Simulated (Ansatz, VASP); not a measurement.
MnPt2: VASP beside Ansatz

The input INCAR:

```
PREC     = Accurate       # precision mode
ENCUT    = 520            # plane-wave cutoff, eV
EDIFF    = 1E-6           # SCF threshold, eV
ISMEAR   = -1             # smearing method
SIGMA    = 0.05           # smearing width, eV
LREAL    = False          # projectors in reciprocal space
LASPH    = True           # aspherical terms in the spheres
NELM     = 150            # most SCF steps
ALGO     = Normal         # electronic algorithm
ISIF     = 2              # what is computed and relaxed
LWAVE    = False          # write WAVECAR
LCHARG   = False          # write CHGCAR
ISPIN    = 2              # spin polarisation
MAGMOM   = 0 0 4          # initial moments
LORBIT   = 11             # projections on sites
LMAXMIX  = 4              # l up to which the mixer works
GGA      = PS             # functional
NBANDS   = 28             # bands
```

File KPOINTS:

```
Automatic mesh
0
Gamma
  11 11 4
```

Contents of POSCAR:

```
MnPt2
1.0
    2.8000532941      0.0000000000      0.0000000000
   -1.4000266470      2.4249172847      0.0000000000
    0.0000000000      0.0000000000      6.3991501735
Pt Mn
2 1
Direct
    0.6666666667      0.3333333333      0.3162060000
    0.3333333333      0.6666666667      0.6837940000
    0.0000000000      0.0000000000      0.0000000000
```

input.yaml

```yaml
crystal:
  lattice:
    - [2.8000532941, 0.0, 0.0]
    - [-1.400026647, 2.4249172847, 0.0]
    - [0.0, 0.0, 6.3991501735]
  atoms:
    - { symbol: Pt, position: [0.6666666667, 0.3333333333, 0.316206] }
    - { symbol: Pt, position: [0.3333333333, 0.6666666667, 0.683794] }
    - { symbol: Mn, position: [0.0, 0.0, 0.0], spin: 4.0 }
kpoints:
  mp_grid: { grid: [11, 11, 4] }
scf:
  occupations: { method: fermi_dirac, width: 0.05 }
hamiltonian:
  xc: pbesol
  pseudopotentials: { kind: all_electron, lapw: { basis_error: 0.002 } }
magnetization:
  spin_polarized: true
output:
  forces: true
  stress: true
  eigenvalues: true
```

Change from the starting cell: volume scaled by 0.94.

Alike in both runs: task single point; functional PBEsol; k mesh 11 × 11 × 4; occupations fermi-dirac, width 0.05 eV; collinear spin.

|  | VASP | Ansatz |
| --- | --- | --- |
| version | VASP 6.6.1 | Ansatz 0.2.0 |
| potentials or method | VASP PAW PBE potentials, release 64 (Pt, Mn_pv), cutoff 520 eV | all-electron LAPW, scalar-relativistic |

```tsv
	VASP	Ansatz	Ansatz less VASP
gap on the k mesh at the Fermi level (eV)	none	none	-
pressure (GPa)	1.6	1.7	+0.03
traceless stress, the component that is largest in VASP (GPa)	3.88	3.69	-0.192
rms of the force components (eV/Å)	0.075	0.068	-0.0070
net moment per atom (μB)	1.39	1.38	-0.007
size of the moment on the site where the two differ most (μB)	3.50	3.51	+0.014
```

VASP's potentials were made for PBE, not for PBEsol. Site moments also hang on the region over which each program counts them. Atom by atom the forces differ by 0.007 eV/Å (rms over components). A gap of «none» marks a metal or a gap that the smearing closes. Ansatz ran all-electron here, and VASP with PAW potentials.

Neither program's run includes spin-orbit coupling.
